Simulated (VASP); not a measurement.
## Al: single point with PBE

The system is Al.

```
Al
1.0
     7.84927    0.02539    0.30687
     0.02539    7.84624    0.00765
     0.30687    0.00765    7.34335
Al
24
Direct
  0.68044 0.91094 0.16267
  0.04229 0.58801 0.59076
  0.70376 0.45909 0.62459
  0.72991 0.81404 0.51317
  0.72551 0.21568 0.34974
  0.93037 0.92583 0.78629
  0.08386 0.22134 0.23765
  0.42040 0.15212 0.10431
  0.90915 0.53986 0.26267
  0.77578 0.27436 0.96216
  0.99115 0.21915 0.59723
  0.41504 0.71575 0.60264
  0.03712 0.81052 0.10708
  0.40117 0.79162 0.99164
  0.42997 0.03395 0.44590
  0.23391 0.06154 0.80712
  0.61166 0.11683 0.72254
  0.44313 0.43807 0.89228
  0.58400 0.53561 0.22178
  0.80779 0.61579 0.92789
  0.09921 0.38865 0.91962
  0.33809 0.36769 0.54941
  0.12546 0.89665 0.44991
  0.24923 0.54018 0.23528
```

- Program: VASP 6.6.1
- Task: single point
- Functional: PBE
- Potentials or basis: VASP PAW PBE potentials, release 64 (Al)
- Cutoff: 520 eV
- k mesh: 1 × 1 × 1, shifted
- Occupations: fermi-dirac, width 0.05 eV
- Spin: no spin polarisation

```json
{
  "Pressure": "-2.8 GPa",
  "Largest force": "1.323 eV/Å",
  "Band gap on the k mesh": "0.48 eV"
}
```

Forces on the atoms (eV/Å):
```
Al  -0.014 -0.280  0.015
Al   0.279  0.111  0.250
Al  -0.312  0.254 -0.531
Al   0.613  0.340 -0.041
Al  -0.149  0.067 -0.017
Al  -0.589 -0.238 -0.383
Al   0.173 -0.698 -0.290
Al  -0.017  0.205 -0.373
Al  -0.047 -0.594  0.521
Al   0.154  0.053  0.821
Al  -0.032  0.033  0.374
Al  -0.570 -0.357  0.293
Al   0.860  1.002  0.087
Al   0.129 -0.089 -0.104
Al   0.051 -0.052  0.313
Al   0.350  0.018  0.032
Al  -0.212 -0.301 -0.367
Al   0.263  0.215  0.036
Al  -0.402 -0.163  0.070
Al  -0.369  0.112 -0.440
Al   0.084  0.077 -0.361
Al   0.165 -0.083  0.012
Al  -0.205  0.081 -0.098
Al  -0.204  0.287  0.181
```

Stress tensor (GPa, compression positive):
```
-2.46  9.82  2.27
 9.82 -5.14  4.24
 2.27  4.24 -0.73
```

Levels at points of the mesh, in eV from the valence-band top:
| k point | band 34 | band 35 | band 36 | band 37 | band 38 | band 39 |
| --- | --- | --- | --- | --- | --- | --- |
| (0.25, 0.25, 0.25) | -0.28 | -0.07 | 0.00 | 0.48 | 0.66 | 1.12 |

It took 36 s on 1 thread of Intel(R) Xeon(R) Platinum 8375C CPU @ 2.90GHz (Ice Lake), with other jobs on the host, peak memory 0.41 GiB.

Caveat: the k points lie up to 0.86 Å⁻¹ apart.
